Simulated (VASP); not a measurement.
Set up this calculation in VASP 6.6.1, as the native input.

| Quantity | Value |
| --- | --- |
| Task | single point |
| Functional | PBE |
| Potentials or basis | VASP PAW PBE potentials, release 64 (Ni, Nb_sv, Zr_sv) |
| Cutoff | 520 eV |
| k mesh | 1 × 1 × 1, shifted |
| Occupations | fermi-dirac, width 0.05 eV |
| Spin | no spin polarisation |
| Dipole correction | no |
| Further INCAR settings | LREAL = Auto; ALGO = Normal; EDIFF = 1e-07; NBANDS = 128; ISYM = 0 |

The structure of Zr3Nb6Ni11 lies in POSCAR:

```
Zr3Nb6Ni11
1.0
    6.8173460000     -0.1384310000     -0.2966090000
   -0.1384310000      6.6843640000     -0.0322140000
   -0.2966090000     -0.0322140000      6.7019700000
Ni Nb Zr
11 6 3
Direct
    0.7394848832      0.9081615356      0.2576408709
    0.3984887906      0.4940995092      0.6660697203
    0.5398525759      0.2405047840      0.8865458595
    0.8090643572      0.1572631340      0.5182666954
    0.6291640031      0.5927890591      0.0312610788
    0.8510861046      0.9911078607      0.8941144689
    0.7863223003      0.5723662033      0.3675005224
    0.6338222007      0.7732618559      0.6751744974
    0.4319548903      0.0222031824      0.5405477735
    0.1240966204      0.4509872874      0.4029108276
    0.3833064875      0.6903617487      0.3208145467
    0.7917132443      0.4595223182      0.7209221058
    0.8629870389      0.2834516759      0.1364009142
    0.4425616284      0.9042107078      0.9725664254
   -0.0035358852      0.7109753892      0.0870358396
    0.2385821457      0.4265879252      0.0159807810
    0.4933255042      0.3165587991      0.3225832717
    0.1216349414      0.7522030416      0.6332925225
    0.1415879679      0.0431003516      0.2431947174
    0.1579603535      0.2049421381      0.6978717405
```

The input as run:

INCAR

```
SYSTEM = Zr3Nb6Ni11
PREC = Accurate
ENCUT = 520
EDIFF = 1E-7
ISMEAR = -1
SIGMA = 0.05
LREAL = Auto
LASPH = .TRUE.
NELM = 80
ALGO = Normal
ISIF = 2
LWAVE = .FALSE.
LCHARG = .FALSE.
GGA = PE
NBANDS = 128
ISYM = 0
```

KPOINTS

```
Automatic mesh
0
Gamma
  1 1 1
  0.25 0.25 0.25
```

Potentials or basis: VASP PAW PBE potentials, release 64 (Ni, Nb_sv, Zr_sv).

Launch:

```console
$ cat potpaw_PBE.64/Ni/POTCAR potpaw_PBE.64/Nb_sv/POTCAR potpaw_PBE.64/Zr_sv/POTCAR > POTCAR
$ mpirun -np 1 vasp_std > vasp.out
```

It gave:

| Property | Result |
| --- | --- |
| Pressure | -0.6 GPa |
| Largest force | 1.234 eV/Å |
| Band gap on the k mesh | 0.08 eV |

Caveat: the k points lie up to 0.94 Å⁻¹ apart.

Run time: 2.6 min on 1 thread of Intel(R) Xeon(R) 6975P-C (Granite Rapids), with other jobs on the host, peak memory 0.36 GiB.
